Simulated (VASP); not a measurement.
# CrO2 (P4_2/mnm) in VASP: notebook

The runs below take CrO2 through single point, with PBEsol.

Everything below comes from runs of VASP 6.6.1. Logs are shortened: lines on timing, memory, paths and dates and some standing lists are left out, and cuts for length are marked.

## (1) The cell of the first run

Symmetry: P4_2/mnm, No. 136, tetragonal system. The conventional cell has a = 4.391 Å, b = 4.391 Å, c = 2.897 Å, α = 90.00°, β = 90.00°, γ = 90.00°. Cr (site symmetry mmm) has 6 O at 1.87 to 1.90 Å within 2.5 Å. Within 2.5 Å of O (site symmetry m2m) lie 3 Cr at 1.87 to 1.90 Å and 1 O at 2.47 Å.

## (2) Single point, PBEsol, collinear spin, ferromagnetic start

Contents of INCAR:

```
  PREC = Accurate
  ENCUT = 520
  EDIFF = 1E-7
  ISMEAR = -1
  SIGMA = 0.05
  LREAL = False
  LASPH = True
  NELM = 150
  ALGO = Normal
  ISIF = 2
  LWAVE = False
  LCHARG = False
  ISPIN = 2
  MAGMOM = 3 3 0 0 0 0
  LORBIT = 11
  LMAXMIX = 4
  GGA = PS
  NBANDS = 37
```

Contents of KPOINTS:

```
Automatic mesh
0
Gamma
  6 6 9
```

Contents of POSCAR:

```
CrO2
1.0
    4.3913279650      0.0000000000      0.0000000000
    0.0000000000      4.3913279650      0.0000000000
    0.0000000000      0.0000000000      2.8974222289
Cr O
2 4
Direct
    0.5000000000      0.5000000000      0.5000000000
    0.0000000000      0.0000000000      0.0000000000
    0.8010000000      0.1990000000      0.5000000000
    0.6990000000      0.6990000000      0.0000000000
    0.1990000000      0.8010000000      0.5000000000
    0.3010000000      0.3010000000      0.0000000000
```

Potentials or basis: VASP PAW PBE potentials, release 64 (Cr_pv, O).

Launch:

```console
cat potpaw_PBE.64/Cr_pv/POTCAR potpaw_PBE.64/O/POTCAR > POTCAR
mpirun -np 1 vasp_std > vasp.out
```

OUTCAR:

```text
PREC = Accurate
   ENCUT = 520
   EDIFF = 1E-7
   ISMEAR = -1
   LREAL = False
   LASPH = True
   NELM = 150
   ISIF = 2
   ISPIN = 2
   LORBIT = 11
   GGA = PS

 ion  position               nearest neighbor table
   1  0.500  0.500  0.500-   3 1.87   5 1.87   4 1.90   6 1.90   4 1.90   6 1.90
   2  0.000  0.000  0.000-   4 1.87   6 1.87   5 1.90   3 1.90   3 1.90   5 1.90
   3  0.801  0.199  0.500-   1 1.87   2 1.90   2 1.90
   4  0.699  0.699  0.000-   2 1.87   1 1.90   1 1.90
   5  0.199  0.801  0.500-   1 1.87   2 1.90   2 1.90
   6  0.301  0.301  0.000-   2 1.87   1 1.90   1 1.90

  LATTYP: Found a simple tetragonal cell.
 ALAT       =     4.3913279650
 C/A-ratio  =     0.6598054739

  Lattice vectors:

 A1 = (   4.3913279650,   0.0000000000,   0.0000000000)
 A2 = (   0.0000000000,   4.3913279650,   0.0000000000)
 A3 = (   0.0000000000,   0.0000000000,   2.8974222289)

Analysis of symmetry for initial positions (statically):
=====================================================================
 Subroutine PRICEL returns:
 Original cell was already a primitive cell.

 Routine SETGRP: Setting up the symmetry group for a
 simple tetragonal supercell.

 Subroutine GETGRP returns: Found 16 space group operations
 (whereof  8 operations were pure point group operations)
 out of a pool of 16 trial point group operations.

The static configuration has the point symmetry D_2h.
 The point group associated with its full space group is D_4h.

Analysis of symmetry for dynamics (positions and initial velocities):
=====================================================================
 Subroutine PRICEL returns:
 Original cell was already a primitive cell.

 Routine SETGRP: Setting up the symmetry group for a
 simple tetragonal supercell.

 Subroutine GETGRP returns: Found 16 space group operations
 (whereof  8 operations were pure point group operations)
 out of a pool of 16 trial point group operations.

The dynamic configuration has the point symmetry D_2h.
 The point group associated with its full space group is D_4h.

Analysis of structural, dynamic, and magnetic symmetry:
=====================================================================
 Subroutine PRICEL returns:
 Original cell was already a primitive cell.

 Routine SETGRP: Setting up the symmetry group for a
 simple tetragonal supercell.

 Subroutine GETGRP returns: Found 16 space group operations
 (whereof  8 operations were pure point group operations)
 out of a pool of 16 trial point group operations.

The overall configuration has the point symmetry D_2h.
 The point group associated with its full space group is D_4h.

 Subroutine INISYM returns: Found 16 space group operations
 (whereof  8 operations are pure point group operations),
 and found     1 'primitive' translations

----------------------------------------------------------------------------------------

                                     Primitive cell

  volume of cell :      55.8732

  direct lattice vectors                    reciprocal lattice vectors
     4.391327965  0.000000000  0.000000000     0.227721548  0.000000000  0.000000000
     0.000000000  4.391327965  0.000000000     0.000000000  0.227721548  0.000000000
     0.000000000  0.000000000  2.897422229     0.000000000  0.000000000  0.345134372

  length of vectors
     4.391327965  4.391327965  2.897422229     0.227721548  0.227721548  0.345134372

  position of ions in fractional coordinates (direct lattice)
     0.500000000  0.500000000  0.500000000
     0.000000000  0.000000000  0.000000000
     0.801000000  0.199000000  0.500000000
     0.699000000  0.699000000  0.000000000
     0.199000000  0.801000000  0.500000000
     0.301000000  0.301000000  0.000000000

  ion indices of the primitive-cell ions
   primitive index   ion index
                 1           1
                 2           2
                 3           3
                 4           4
                 5           5
                 6           6

----------------------------------------------------------------------------------------

 KPOINTS: Automatic mesh
[... 30 lines left out ...]
  0.333333  0.166667  0.000000      8.000000
[... 16 lines left out ...]
  0.333333  0.000000  0.222222      8.000000
  0.500000  0.000000  0.222222      4.000000
 [... further k-points ...]
   k-points           NKPTS =     50   k-points in BZ     NKDIM =     50   number of bands    NBANDS=     37
   number of dos      NEDOS =    301   number of ions     NIONS =      6
   total plane-waves  NPLWV =  31104
   dimension x,y,z NGX =    36 NGY =   36 NGZ =   24
   dimension x,y,z NGXF=    72 NGYF=   72 NGZF=   48
   ions per type =               2   4
   NGX,Y,Z   is equivalent  to a cutoff of  13.63, 13.63, 13.77 a.u.
   NGXF,Y,Z  is equivalent  to a cutoff of  27.26, 27.26, 27.54 a.u.
 SYSTEM =  unknown system
   PREC   = accura    normal or accurate (medium, high low for compatibility)
   ISTART =      0    job   : 0-new  1-cont  2-samecut
   ICHARG =      2    charge: 1-file 2-atom 10-const
   ISPIN  =      2    spin polarized calculation?
   LNONCOLLINEAR =      F non collinear calculations
   LSORBIT =      F    spin-orbit coupling
   LASPH  =      T    aspherical Exc in radial PAW
   ENCUT  =  520.0 eV  38.22 Ry    6.18 a.u.   8.16  8.16  5.39*2*pi/ulx,y,z
   NELM   =    150;   NELMIN=  2; NELMDL= -5     # of ELM steps
   EDIFF  = 0.1E-06   stopping-criterion for ELM
   LREAL  =      F    real-space projection
   EDIFFG = 0.1E-05   stopping-criterion for IOM
   NSW    =      0    number of steps for IOM
   IBRION =     -1    ionic relax: 0-MD 1-quasi-New 2-CG
   NFREE  =      0    steps in history (QN), initial steepest desc. (CG)
   ISIF   =      2    stress and relaxation
   ISYM   =      2    0-nonsym 1-usesym 2-fastsym
   POTIM  = 0.5000    time-step for ionic-motion
   TEBEG  =    0.0;   TEEND  =   0.0 temperature during run
   PSTRESS=    0.0 pullay stress
   NELECT =      48.0000    total number of electrons
   NUPDOWN=      -1.0000    fix difference up-down
   EMIN   =  10.00;   EMAX   =-10.00  energy-range for DOS
   EFERMI =   0.00;   METHOD = LEGACY
   ISMEAR =    -1;   SIGMA  =   0.05  broadening in eV -4-tet -1-fermi 0-gaus
   EFERMI_NEDOS =   21; number of points for ismear=-14 and -15
   IALGO  =     38    algorithm
   IMIX   =      4    mixing-type and parameters
     AMIX     =   0.40;   BMIX     =  1.00
     AMIX_MAG =   1.60;   BMIX_MAG =  1.00
  volume/ion in A,a.u.               =       9.31        62.84
  Fermi-wavevector in a.u.,A,eV,Ry     =   1.556279  2.940940 32.953361  2.422004
  Thomas-Fermi vector in A             =   2.660098
   LORBIT       =     11    0 simple, 1 ext, 2 COOP (PROOUT), +10 PAW based schemes
   GGA     = PS    functional components
   LHFCALC =     F    Hartree Fock is set to
   AEXX    =    0.0000 exact exchange contribution
   IVDW    =     0    specifies the selected vdW correction
   LEPSILON=     F    determine dielectric tensor
   LRPA    =     F    only Hartree local field effects (RPA)
 spin polarized calculation
  energy-cutoff  :      520.00
  volume of cell :       55.87
 maximum number of plane-waves:      1528
 NGX is ok and might be reduce to    36
   NGX = 17   NGY = 17   NGZ = 11

 number of electron      48.0000014 magnetization       3.9999755

 Free energy of the ion-electron system (eV)
  ---------------------------------------------------
  ext. energy  EPLUGINS =         0.00000000
  ---------------------------------------------------
  free energy    TOTEN  =       -53.03953460 eV

  energy without entropy =      -53.02756685  energy(sigma->0) =      -53.03355072

 E-fermi :   5.8779     XC(G=0): -12.3196

 val. band max:        5.8663663021   @ k =   0.3333   0.1667   0.2222
 cond. band min:       5.8916515375   @ k =   0.1667   0.1667   0.4444
 fundamental gap:      0.0252852354
 Fermi energy:         5.8778766696

 spin component 1

 k-point     1 :       0.0000    0.0000    0.0000
  band No.  band energies     occupation
      1     -38.9666      1.00000
      2     -38.9666      1.00000
      3     -38.8270      1.00000
      4     -38.8270      1.00000
      5     -38.7438      1.00000
      6     -38.7277      1.00000
[... 925 lines left out ...]
     35      16.6984      0.00000
     36      16.6984      0.00000

 [... further k-points ...]

 spin component 2

 k-point     1 :       0.0000    0.0000    0.0000
  band No.  band energies     occupation
      1     -37.0024      1.00000
      2     -37.0024      1.00000
      3     -36.6548      1.00000
      4     -36.6548      1.00000
      5     -36.4353      1.00000
      6     -36.4162      1.00000
[... 925 lines left out ...]
     35      16.8753      0.00000
     36      16.8753      0.00000

 [... further k-points ...]

 [bands above 36 left out]

------------------------ aborting loop because EDIFF is reached ----------------------------------------

  FORCE on cell =-STRESS in cart. coord.  units (eV):
  Direction    XX          YY          ZZ          XY          YZ          ZX
  --------------------------------------------------------------------------------------
  -------------------------------------------------------------------------------------
  Total       -0.0976377     -0.0976377     -0.6633952      0.0000000      0.0000000      0.0000000
  in kB       -2.7997833     -2.7997833    -19.0230164      0.0000000      0.0000000      0.0000000
  external PRESSURE =      -8.2075277 kB  Pullay stress =       0.0000000 kB

 VOLUME and BASIS-vectors are now :
 -----------------------------------------------------------------------------
  energy-cutoff  :      520.00
  volume of cell :       55.87
      direct lattice vectors                 reciprocal lattice vectors
     4.391327965  0.000000000  0.000000000     0.227721548  0.000000000  0.000000000
     0.000000000  4.391327965  0.000000000     0.000000000  0.227721548  0.000000000
     0.000000000  0.000000000  2.897422229     0.000000000  0.000000000  0.345134372

 POSITION                                       TOTAL-FORCE (eV/Angst)
 -----------------------------------------------------------------------------------
      2.19566      2.19566      1.44871         0.000000      0.000000      0.000000
      0.00000      0.00000      0.00000         0.000000      0.000000      0.000000
      3.51745      0.87387      1.44871         0.204880     -0.204880     -0.000000
      3.06954      3.06954      0.00000        -0.204880     -0.204880     -0.000000
      0.87387      3.51745      1.44871        -0.204880      0.204880      0.000000
      1.32179      1.32179      0.00000         0.204880      0.204880      0.000000
 -----------------------------------------------------------------------------------
    total drift:                                0.000000      0.000000      0.000000

  FREE ENERGIE OF THE ION-ELECTRON SYSTEM (eV)
  ---------------------------------------------------
  free  energy   TOTEN  =       -53.0395345972 eV

  energy  without entropy=      -53.0275668520  energy(sigma->0) =      -53.03355072

 total charge

# of ion       s       p       d       tot
------------------------------------------
    1        0.369   6.492   4.071  10.931
    2        0.369   6.492   4.071  10.931
    3        1.567   3.455   0.000   5.022
    4        1.567   3.455   0.000   5.022
    5        1.567   3.455   0.000   5.022
    6        1.567   3.455   0.000   5.022
--------------------------------------------------
tot          7.007  26.803   8.141  41.950

 magnetization (x)

# of ion       s       p       d       tot
------------------------------------------
    1        0.021   0.032   2.013   2.066
    2        0.021   0.032   2.013   2.066
    3       -0.003  -0.061   0.000  -0.063
    4       -0.003  -0.061   0.000  -0.063
    5       -0.003  -0.061   0.000  -0.063
    6       -0.003  -0.061   0.000  -0.063
--------------------------------------------------
tot          0.030  -0.178   4.026   3.878
```

Run time: 2.4 min. Hardware: 1 thread of Intel Xeon Platinum 8488C (Sapphire Rapids), shared host; peak memory 0.29 GiB.

Results:

- Free energy: -53.0395 eV
- Pressure: -0.8 GPa
- Largest force: 0.290 eV/Å
- Band gap on the k mesh: zero (filled and empty bands overlap)
- Net moment: 4.00 μB per cell
- Site moments: Cr +2.07; O -0.06 μB
- Valence electrons inside the program's atomic spheres: Cr 10.93; O 5.02

Forces on the atoms (eV/Å):
```
Cr   0.000  0.000  0.000
Cr   0.000  0.000  0.000
O    0.205 -0.205  0.000
O   -0.205 -0.205  0.000
O   -0.205  0.205  0.000
O    0.205  0.205  0.000
```

Stress tensor (GPa, compression positive):
```
-0.28  0.00  0.00
 0.00 -0.28  0.00
 0.00  0.00 -1.90
```

Caveat: the PAW data sets were made with another functional, which shifts forces and pressure a little; semilocal functionals often make such compounds metallic where correlation or magnetic order opens a gap, which also shifts bond lengths; the run started ferromagnetic, and an antiferromagnetic order may lie lower in energy.

## (3) Single point, PBEsol, collinear spin, ferromagnetic start

This run uses another cell than the first one, of 9.50 Å³/atom.

Contents of INCAR:

```
SYSTEM = CrO2
PREC     = Accurate       ! precision mode
ENCUT    = 520            ! plane-wave cutoff, eV
EDIFF    = 1E-6           ! SCF threshold, eV
ISMEAR   = -1             ! smearing method
SIGMA    = 0.05           ! smearing width, eV
LREAL    = .False.        ! projectors in reciprocal space
LASPH    = .True.         ! aspherical terms in the spheres
NELM     = 150            ! most SCF steps
ALGO     = Normal         ! electronic algorithm
ISIF     = 2              ! what is computed and relaxed
LWAVE    = .False.        ! write WAVECAR
LCHARG   = .True.         ! write CHGCAR
ISPIN    = 2              ! spin polarisation
MAGMOM   = 3 3 0 0 0 0    ! initial moments
LORBIT   = 11             ! projections on sites
LMAXMIX  = 4              ! l up to which the mixer works
GGA      = PS             ! functional
LELF     = .True.         ! ELF
LVHAR    = .True.       
NBANDS   = 37             ! bands
```

Contents of KPOINTS:

```
regular mesh
0
Gamma
  6 6 9
  0 0 0
```

POSCAR: that of step 2 with these lines changed.

```diff
@@ -2,5 +2,5 @@
 1.0
-    4.3913279650      0.0000000000      0.0000000000
-    0.0000000000      4.3913279650      0.0000000000
-    0.0000000000      0.0000000000      2.8974222289
+    4.4210000000      0.0000000000      0.0000000000
+    0.0000000000      4.4210000000      0.0000000000
+    0.0000000000      0.0000000000      2.9170000000
 Cr O
```

Potentials or basis: VASP PAW PBE potentials, release 64 (Cr_pv, O).

Launch:

```console
cat potpaw_PBE.64/Cr_pv/POTCAR potpaw_PBE.64/O/POTCAR > POTCAR
mpirun -np 1 vasp_std > vasp.out
```

OUTCAR:

```text
SYSTEM = CrO2
   PREC = Accurate
   ENCUT = 520
   EDIFF = 1E-6
   ISMEAR = -1
   LREAL = .False.
   LASPH = .True.
   NELM = 150
   ISIF = 2
   ISPIN = 2
   LORBIT = 11
   GGA = PS

 ion  position               nearest neighbor table
   1  0.500  0.500  0.500-   3 1.88   5 1.88   4 1.92   6 1.92   4 1.92   6 1.92
   2  0.000  0.000  0.000-   4 1.88   6 1.88   5 1.92   3 1.92   3 1.92   5 1.92
   3  0.801  0.199  0.500-   1 1.88   2 1.92   2 1.92
   4  0.699  0.699  0.000-   2 1.88   1 1.92   1 1.92
   5  0.199  0.801  0.500-   1 1.88   2 1.92   2 1.92
   6  0.301  0.301  0.000-   2 1.88   1 1.92   1 1.92

  LATTYP: Found a simple tetragonal cell.
 ALAT       =     4.4210000000
 C/A-ratio  =     0.6598054739

  Lattice vectors:

[... 2113 lines left out ...]
      2.21050      2.21050      1.45850         0.000000      0.000000      0.000000
      0.00000      0.00000      0.00000         0.000000      0.000000      0.000000
      3.54122      0.87978      1.45850         0.232384     -0.232384     -0.000000
      3.09028      3.09028      0.00000        -0.232384     -0.232384     -0.000000
      0.87978      3.54122      1.45850        -0.232384      0.232384      0.000000
      1.33072      1.33072      0.00000         0.232384      0.232384      0.000000
 -----------------------------------------------------------------------------------
    total drift:                                0.000000      0.000000      0.000000

  FREE ENERGIE OF THE ION-ELECTRON SYSTEM (eV)
  ---------------------------------------------------
  free  energy   TOTEN  =       -53.0175409314 eV

  energy  without entropy=      -53.0056792201  energy(sigma->0) =      -53.01161008

 total charge

# of ion       s       p       d       tot
------------------------------------------
    1        0.361   6.472   4.041  10.874
    2        0.361   6.472   4.041  10.874
    3        1.566   3.443   0.000   5.009
    4        1.566   3.443   0.000   5.009
    5        1.566   3.443   0.000   5.009
    6        1.566   3.443   0.000   5.009
--------------------------------------------------
tot          6.987  26.715   8.082  41.783

 magnetization (x)

# of ion       s       p       d       tot
------------------------------------------
    1        0.021   0.031   2.030   2.082
    2        0.021   0.031   2.030   2.082
    3       -0.003  -0.068   0.000  -0.071
    4       -0.003  -0.068   0.000  -0.071
    5       -0.003  -0.068   0.000  -0.071
    6       -0.003  -0.068   0.000  -0.071
--------------------------------------------------
tot          0.030  -0.210   4.060   3.879
```

OSZICAR:

```text
N       E                     dE             d eps       ncg     rms          rms(c)
DAV:   1     0.580906706146E+03    0.58091E+03   -0.25993E+04  7400   0.146E+03
DAV:   2    -0.178123486189E+02   -0.59872E+03   -0.55200E+03  7802   0.447E+02
DAV:   3    -0.671809263979E+02   -0.49369E+02   -0.48413E+02  8230   0.140E+02
DAV:   4    -0.680471725345E+02   -0.86625E+00   -0.86234E+00  8546   0.191E+01
DAV:   5    -0.680637748417E+02   -0.16602E-01   -0.16513E-01  9454   0.249E+00    0.426E+01
DAV:   6    -0.603012005324E+02    0.77626E+01   -0.74740E+01  8878   0.816E+01    0.368E+01
DAV:   7    -0.555318774197E+02    0.47693E+01   -0.59924E+01  8370   0.820E+01    0.190E+01
DAV:   8    -0.535167265042E+02    0.20152E+01   -0.50186E+00  8197   0.185E+01    0.773E+00
DAV:   9    -0.530043362857E+02    0.51239E+00   -0.97242E-01  9408   0.105E+01    0.236E+00
DAV:  10    -0.530209494837E+02   -0.16613E-01   -0.17530E-01  7866   0.291E+00    0.148E+00
DAV:  11    -0.530211348846E+02   -0.18540E-03   -0.23592E-02  8162   0.149E+00    0.697E-01
DAV:  12    -0.530178490143E+02    0.32859E-02   -0.54911E-03  9337   0.778E-01    0.267E-01
DAV:  13    -0.530176118371E+02    0.23718E-03   -0.74171E-04  8852   0.277E-01    0.122E-01
DAV:  14    -0.530175500613E+02    0.61776E-04   -0.23820E-04  8098   0.129E-01    0.461E-02
DAV:  15    -0.530175442330E+02    0.58282E-05   -0.64999E-05  8243   0.767E-02    0.242E-02
DAV:  16    -0.530175408536E+02    0.33794E-05   -0.10335E-05  7647   0.305E-02    0.114E-02
DAV:  17    -0.530175409314E+02   -0.77848E-07   -0.20048E-06  5883   0.133E-02
   1 F= -.53017541E+02 E0= -.53011610E+02  d E =-.118617E-01  mag=     3.9999
```

It took 2.4 min on 1 thread of Intel Xeon Platinum 8488C (Sapphire Rapids), shared host; peak memory 0.29 GiB.

Results:

* Free energy: -53.0175 eV
* Pressure: -5.9 GPa
* Largest force: 0.329 eV/Å
* Band gap on the k mesh: zero (filled and empty bands overlap)
* Net moment: 4.00 μB per cell
* Site moments: Cr +2.08; O -0.07 μB
* Valence electrons inside the program's atomic spheres: Cr 10.87; O 5.01

Forces in eV/Å, atoms in the order of the input:
```
Cr   0.000  0.000  0.000
Cr   0.000  0.000  0.000
O    0.232 -0.232  0.000
O   -0.232 -0.232  0.000
O   -0.232  0.232  0.000
O    0.232  0.232  0.000
```

Stress tensor (GPa, compression positive):
```
-5.17  0.00  0.00
 0.00 -5.17  0.00
 0.00  0.00 -7.44
```

Caveat: the cell stands under tension; the PAW data sets were made with another functional, which shifts forces and pressure a little; semilocal functionals often make such compounds metallic where correlation or magnetic order opens a gap, which also shifts bond lengths; the run started ferromagnetic, and an antiferromagnetic order may lie lower in energy. With open d or f shells a metallic result of PBEsol can be an artefact of self-interaction; +U or a hybrid may open a gap.

(Continued in part 2 of 2.)

The gap in the log of VASP goes by the Fermi energy; the results here count the filled bands.